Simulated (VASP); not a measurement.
Write the native input for VASP 6.6.1 that does the following.

```
Task                   : single point
Functional             : LDA
Potentials or basis    : VASP PAW LDA potentials, release 64 (W_sv, S)
Cutoff                 : 520 eV
k mesh                 : 12 × 12 × 2
Occupations            : gaussian, width 0.05 eV
Spin                   : no spin polarisation
Dipole correction      : no
Further INCAR settings : ALGO = Normal; EDIFF = 1e-07; NBANDS = 35
```

The structure of WS2 lies in POSCAR:

```
WS2
1.0
    3.2045772011      0.0859764615      0.0859764615
   -1.5278308008      2.7322570338      0.0314695690
    0.6419207899      0.6419207899     23.9261385331
W S
2 4
Direct
    0.3333333333      0.6666666667      0.6302757360
    0.6666666667      0.3333333333      0.3697242640
    0.3333333333      0.6666666667      0.3028928957
    0.6666666667      0.3333333333      0.5633280735
    0.3333333333      0.6666666667      0.4366719265
    0.6666666667      0.3333333333      0.6971071043
```

The input as run:

INCAR

```
PREC     = Accurate       # precision mode
ENCUT    = 520            # plane-wave cutoff, eV
EDIFF    = 1E-7           # SCF threshold, eV
ISMEAR   = 0              # smearing method
SIGMA    = 0.05           # smearing width, eV
LREAL    = F              # projectors in reciprocal space
LASPH    = T              # aspherical terms in the spheres
NELM     = 100            # most SCF steps
ALGO     = Normal         # electronic algorithm
ISIF     = 2              # what is computed and relaxed
LWAVE    = F              # write WAVECAR
LCHARG   = F              # write CHGCAR
NBANDS   = 35             # bands
```

KPOINTS

```
Automatic mesh
0
Gamma
  12 12 2
```

Potentials or basis: VASP PAW LDA potentials, release 64 (W_sv, S).

Launch:

```bash
$ cat potpaw_LDA.64/W_sv/POTCAR potpaw_LDA.64/S/POTCAR > POTCAR
$ mpirun -np 1 vasp_std > vasp.out
```

It gave:

```yaml
Largest_force: 1.453 eV/Å
Band_gap_on_the_k_mesh: 1.29 eV (least direct gap 1.73 eV)
```

Caveat: there is no dipole correction, which matters where the two faces differ; spin-orbit coupling is left out, which moves the levels of the heavy elements.

Run time: 16 min on 1 thread of AMD EPYC 9R45 96-Core Processor (Zen 5), on a shared host, peak memory 0.84 GiB.
